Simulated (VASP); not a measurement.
# Al3Cu (P4mm) in VASP: a series of runs, part 2 of 2

VASP 6.6.1.

## Step 3: Single point, r2SCAN (atom 4 (Cu) moved +0.133 Å along Cartesian [0 0 1])

File POSCAR:

```
Al3Cu
1.0
    2.7737808638      0.0000000000      0.0000000000
    0.0000000000      2.7737808638      0.0000000000
    0.0000000000      0.0000000000      7.5918631133
Al Cu
3 1
Direct
    0.0000000000      0.0000000000      0.5000000000
    0.5000000000      0.5000000000      0.2226430006
    0.5000000000      0.5000000000      0.7773569994
    0.0000000000      0.0000000000      0.0175582723
```

File INCAR.step1:

```
PREC = Accurate
ENCUT = 520
ISMEAR = 0
SIGMA = 0.15
LREAL = False
LASPH = True
NELM = 60
NBANDS = 18
GGA = PE
ALGO = Normal
EDIFF = 1E-4
LWAVE = True
LCHARG = False
```

File INCAR.step2:

```
PREC = Accurate
ENCUT = 520
EDIFF = 1E-6
ISMEAR = 0
SIGMA = 0.15
LREAL = False
LASPH = True
NELM = 60
ALGO = Normal
ISIF = 2
LWAVE = False
LCHARG = True
METAGGA = R2SCAN
LMIXTAU = True
LELF = True
LVHAR = True
NBANDS = 18
ISTART = 1
```

File KPOINTS:

```
regular mesh
0
Gamma
  18 18 6
```

Potentials or basis: VASP PAW PBE potentials, release 64 (Al, Cu).

Command:

```
$ cat potpaw_PBE.64/Al/POTCAR potpaw_PBE.64/Cu/POTCAR > POTCAR
$ cp INCAR.step1 INCAR
$ mpirun -np 1 vasp_std > vasp.out
$ cp INCAR.step2 INCAR
$ mpirun -np 1 vasp_std > vasp.out
```

OUTCAR:

```text
PREC = Accurate
   ENCUT = 520
   EDIFF = 1E-6
   ISMEAR = 0
   LREAL = False
   LASPH = True
   NELM = 60
   ISIF = 2
   METAGGA = R2SCAN
   ISTART = 1

 ion  position               nearest neighbor table
   1  0.000  0.000  0.500-   2 2.88   3 2.88   2 2.88   3 2.88   2 2.88   3 2.88   2 2.88   3 2.88

   2  0.500  0.500  0.223-   4 2.50   4 2.50   4 2.50   4 2.50   1 2.88   1 2.88   1 2.88   1 2.88

   3  0.500  0.500  0.777-   4 2.68   4 2.68   4 2.68   4 2.68   1 2.88   1 2.88   1 2.88   1 2.88

   4  0.000  0.000  0.018-   2 2.50   2 2.50   2 2.50   2 2.50   3 2.68   3 2.68   3 2.68   3 2.68

  LATTYP: Found a simple tetragonal cell.
 ALAT       =     2.7737808638
 C/A-ratio  =     2.7370089730

  Lattice vectors:

 A1 = (   2.7737808638,   0.0000000000,   0.0000000000)
 A2 = (   0.0000000000,   2.7737808638,   0.0000000000)
 A3 = (   0.0000000000,   0.0000000000,   7.5918631133)

Analysis of symmetry for initial positions (statically):
=====================================================================
[... 171 lines left out ...]
  ext. energy  EPLUGINS =         0.00000000
  ---------------------------------------------------
  free energy    TOTEN  =       -31.37262555 eV

  energy without entropy =      -31.35933385  energy(sigma->0) =      -31.36597970

 E-fermi :   8.5088     XC(G=0): -11.6917

 val. band max:        8.5075513320   @ k =   0.2778   0.2222   0.1667
 cond. band min:       8.5123520176   @ k =   0.3889   0.2222   0.3333
 fundamental gap:      0.0048006856
 Fermi energy:         8.5088020460

 k-point     1 :       0.0000    0.0000    0.0000
  band No.  band energies     occupation
      1      -3.4179      2.00000
      2      -0.9077      2.00000
      3      -0.4697      2.00000
      4       3.7522      2.00000
      5       3.8278      2.00000
      6       4.6973      2.00000
[... 481 lines left out ...]
      5       4.1083      2.00000
      6       4.2069      2.00000
[... 10 lines left out ...]
     17      17.0256      0.00000
     18      18.3528      0.00000

 [... further k-points ...]
[... 5 lines left out ...]
  --------------------------------------------------------------------------------------
  -------------------------------------------------------------------------------------
  Total        0.1520797      0.1520797      0.0273522      0.0000000      0.0000000      0.0000000
  in kB        4.1714700      4.1714700      0.7502584      0.0000000      0.0000000      0.0000000
  external PRESSURE =       3.0310661 kB  Pullay stress =       0.0000000 kB

 VOLUME and BASIS-vectors are now :
 -----------------------------------------------------------------------------
  energy-cutoff  :      520.00
  volume of cell :       58.41
      direct lattice vectors                 reciprocal lattice vectors
     2.773780864  0.000000000  0.000000000     0.360518746  0.000000000  0.000000000
     0.000000000  2.773780864  0.000000000     0.000000000  0.360518746  0.000000000
     0.000000000  0.000000000  7.591863113     0.000000000  0.000000000  0.131719972

 POSITION                                       TOTAL-FORCE (eV/Angst)
 -----------------------------------------------------------------------------------
      0.00000      0.00000      3.79593         0.000000      0.000000      0.067078
      1.38689      1.38689      1.69028         0.000000      0.000000      0.511444
      1.38689      1.38689      5.90159         0.000000     -0.000000      0.266165
      0.00000      0.00000      0.13330         0.000000      0.000000     -0.844687
 -----------------------------------------------------------------------------------
    total drift:                                0.000000      0.000000      0.000105

  FREE ENERGIE OF THE ION-ELECTRON SYSTEM (eV)
  ---------------------------------------------------
  free  energy   TOTEN  =       -31.3726255530 eV

  energy  without entropy=      -31.3593338491  energy(sigma->0) =      -31.36597970
```

OSZICAR.step1:

```text
N       E                     dE             d eps       ncg     rms          rms(c)
DAV:   1     0.736324578307E+02    0.73632E+02   -0.81634E+03  7930   0.117E+03
DAV:   2    -0.135151837639E+02   -0.87148E+02   -0.80587E+02  8160   0.213E+02
DAV:   3    -0.179112272824E+02   -0.43960E+01   -0.42384E+01 10858   0.531E+01
DAV:   4    -0.180125555279E+02   -0.10133E+00   -0.10098E+00 11434   0.674E+00
DAV:   5    -0.180149206172E+02   -0.23651E-02   -0.23647E-02 11618   0.999E-01    0.173E+01
DAV:   6    -0.239848591678E+02   -0.59699E+01   -0.10129E+02 10044   0.274E+02    0.157E+01
DAV:   7    -0.159600865700E+02    0.80248E+01   -0.21850E+01 11006   0.858E+01    0.531E+00
DAV:   8    -0.152752065258E+02    0.68488E+00   -0.37249E+00 11494   0.542E+01    0.118E+00
DAV:   9    -0.152866378813E+02   -0.11431E-01   -0.22658E-01 11184   0.339E+00    0.931E-01
DAV:  10    -0.152700440939E+02    0.16594E-01   -0.60796E-02 10802   0.702E+00    0.148E-01
DAV:  11    -0.152708062571E+02   -0.76216E-03   -0.36031E-03 12124   0.139E+00    0.189E-01
DAV:  12    -0.152701630482E+02    0.64321E-03   -0.13953E-03 10928   0.108E+00    0.610E-02
DAV:  13    -0.152701278992E+02    0.35149E-04   -0.87050E-05  5068   0.183E-01
   1 F= -.15270128E+02 E0= -.15262945E+02  d E =-.143667E-01
```

It took 15 min on 1 thread of Intel Xeon Platinum 8259CL at 2.50GHz (Skylake/Cascade Lake), shared host; peak memory 0.34 GiB.

What came out:

```yaml
Free_energy: -31.3726 eV
Pressure: 0.3 GPa
Largest_force: 0.845 eV/Å
Band_gap_on_the_k_mesh: zero (band 10 reaches 12.94 eV, above the bottom of band 11 at 6.54 eV)
```

Forces on the atoms (eV/Å):
```
Al   0.000  0.000  0.067
Al   0.000  0.000  0.511
Al   0.000  0.000  0.266
Cu   0.000  0.000 -0.845
```

Stress tensor (GPa, compression positive):
```
0.42 0.00 0.00
0.00 0.42 0.00
0.00 0.00 0.08
```

Levels at points of the mesh, in eV from the Fermi level:
| k point | band 6 | band 7 | band 8 | band 9 | band 10 | band 11 | band 12 | band 13 | band 14 | band 15 |
| --- | --- | --- | --- | --- | --- | --- | --- | --- | --- | --- |
| (0.00, 0.00, 0.00) | -3.81 | -3.81 | -3.43 | -1.96 | 0.53 | 6.66 | 7.15 | 7.15 | 8.31 | 9.57 |
| (0.50, 0.00, 0.00) | -4.37 | -3.92 | -3.84 | -3.71 | -2.47 | -1.97 | 2.80 | 3.89 | 4.46 | 5.46 |
| (0.50, 0.50, 0.00) | -2.71 | -2.71 | -0.49 | -0.35 | 0.09 | 0.09 | 0.51 | 0.51 | 0.66 | 2.51 |
| (0.00, 0.00, 0.50) | -3.81 | -3.81 | -3.75 | -3.43 | 4.32 | 5.84 | 6.66 | 7.70 | 7.70 | 7.92 |
| (0.50, 0.00, 0.50) | -4.51 | -3.92 | -3.71 | -2.81 | -1.11 | -1.03 | 0.07 | 0.90 | 9.04 | 9.14 |
| (0.50, 0.50, 0.50) | -1.96 | -1.96 | -1.80 | -1.80 | -0.52 | -0.52 | 0.61 | 1.94 | 3.34 | 3.34 |

Caveat: the cell differs from its parent crystal (atom 4 (Cu) moved +0.133 Å along Cartesian [0 0 1]); the PAW data sets were made with another functional, which shifts forces and pressure a little.

## Step 4: Single point, r2SCAN (atom 4 (Cu) moved +0.167 Å along Cartesian [0 0 1])

POSCAR: that of step 3 with these lines changed.

```diff
@@ -11,2 +11,2 @@
     0.5000000000      0.5000000000      0.7773569994
-    0.0000000000      0.0000000000      0.0175582723
+    0.0000000000      0.0000000000      0.0219577194
```

File INCAR.step1:

```
PREC     = Accurate       # precision mode
ENCUT    = 520            # plane-wave cutoff, eV
ISMEAR   = 0              # smearing method
SIGMA    = 0.15           # smearing width, eV
LREAL    = F              # projectors in reciprocal space
LASPH    = T              # aspherical terms in the spheres
NELM     = 80             # most SCF steps
NBANDS   = 18             # bands
GGA      = PE             # functional
ALGO     = Normal         # electronic algorithm
EDIFF    = 1E-4           # SCF threshold, eV
LWAVE    = T              # write WAVECAR
LCHARG   = F              # write CHGCAR
```

File INCAR.step2:

```
PREC     = Accurate       # precision mode
ENCUT    = 520            # plane-wave cutoff, eV
EDIFF    = 1E-6           # SCF threshold, eV
ISMEAR   = 0              # smearing method
SIGMA    = 0.15           # smearing width, eV
LREAL    = F              # projectors in reciprocal space
LASPH    = T              # aspherical terms in the spheres
NELM     = 80             # most SCF steps
ALGO     = Normal         # electronic algorithm
ISIF     = 2              # what is computed and relaxed
LWAVE    = F              # write WAVECAR
LCHARG   = F              # write CHGCAR
METAGGA  = R2SCAN         # meta-GGA
LMIXTAU  = T            
NBANDS   = 18             # bands
ISTART   = 1
```

KPOINTS is that of step 3.

Command:

```
$ cat potpaw_PBE.64/Al/POTCAR potpaw_PBE.64/Cu/POTCAR > POTCAR
$ cp INCAR.step1 INCAR
$ mpirun -np 1 vasp_std > vasp.out
$ cp INCAR.step2 INCAR
$ mpirun -np 1 vasp_std > vasp.out
```

Wall time 14 min (1 thread of Oxide Virtual Turin-like, shared host); peak memory 0.31 GiB.

Results (log left out):

| Property | Result |
| --- | --- |
| Free energy | -31.3408 eV |
| Pressure | 0.6 GPa |
| Largest force | 1.059 eV/Å |
| Band gap on the k mesh | zero (band 10 reaches 12.95 eV, above the bottom of band 11 at 6.53 eV) |

Forces in eV/Å, atoms in the order of the input:
```
Al   0.000  0.000  0.084
Al   0.000  0.000  0.646
Al   0.000  0.000  0.329
Cu   0.000  0.000 -1.059
```

Stress tensor (GPa, compression positive):
```
0.76 0.00 0.00
0.00 0.76 0.00
0.00 0.00 0.30
```

Levels at points of the mesh, in eV from the Fermi level:
```
           k point  band 6  band 7  band 8  band 9  band 10  band 11  band 12  band 13  band 14  band 15
(0.00, 0.00, 0.00)   -3.83   -3.83   -3.45   -1.94     0.52     6.66     7.14     7.14     8.31     9.53
(0.50, 0.00, 0.00)   -4.37   -3.94   -3.83   -3.72    -2.48    -1.98     2.81     3.83     4.51     5.44
(0.50, 0.50, 0.00)   -2.70   -2.70   -0.49   -0.36     0.07     0.07     0.53     0.53     0.67     2.51
(0.00, 0.00, 0.50)   -3.83   -3.83   -3.75   -3.45     4.33     5.83     6.66     7.68     7.68     7.94
(0.50, 0.00, 0.50)   -4.52   -3.94   -3.72   -2.83    -1.11    -1.01     0.07     0.89     9.01     9.14
(0.50, 0.50, 0.50)   -1.95   -1.95   -1.80   -1.80    -0.52    -0.52     0.60     1.94     3.30     3.30
```

Caveat: the cell differs from its parent crystal (atom 4 (Cu) moved +0.167 Å along Cartesian [0 0 1]); the PAW data sets were made with another functional, which shifts forces and pressure a little.
